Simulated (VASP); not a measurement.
**Au: single point with PBEsol**

Au:

```xyz
1
Lattice="-1.5650 1.5650 1.5650 1.5650 -1.5650 1.5650 1.5650 1.5650 -1.5650" Properties=species:S:1:pos:R:3 pbc="T T T"
Au    0.0000    0.0000    0.0000
```

This isn't the form of Au at room conditions, which is fcc.

```json
{
 "Program": "VASP 6.6.1",
 "Task": "single point",
 "Functional": "PBEsol",
 "Potentials or basis": "VASP PAW PBE potentials, release 64 (Au)",
 "Cutoff": "520 eV",
 "k mesh": "18 × 18 × 18",
 "Occupations": "gaussian, width 0.1 eV",
 "Spin": "no spin polarisation",
 "Dipole correction": "no",
 "Further INCAR settings": "ALGO = Normal; EDIFF = 1e-07; NBANDS = 12"
}
```

| Item | Value |
| --- | --- |
| Pressure | 24.6 GPa |
| Band gap on the k mesh | zero (an odd number of electrons rules out a gap without spin polarisation) |

Levels at points of the mesh, in eV from the Fermi level:
```
           k point  band 4  band 5  band 6  band 7  band 8  band 9
(0.00, 0.00, 0.00)   -5.52   -3.21   -3.21   16.43   16.43   16.43
(0.50, 0.00, 0.00)   -2.94   -1.32   -1.20    4.22   12.33   14.64
(0.50, 0.50, 0.50)   -1.79   -1.79    6.34    6.34    6.34   11.04
```

Wall time 46 s on 1 thread of Intel Xeon 8259CL, with other jobs on the host, peak memory 0.15 GiB.

Caveat: the cell stands under pressure; the PAW data sets were made with another functional, which shifts forces and pressure a little; spin-orbit coupling is left out, which moves the levels of the heavy elements.
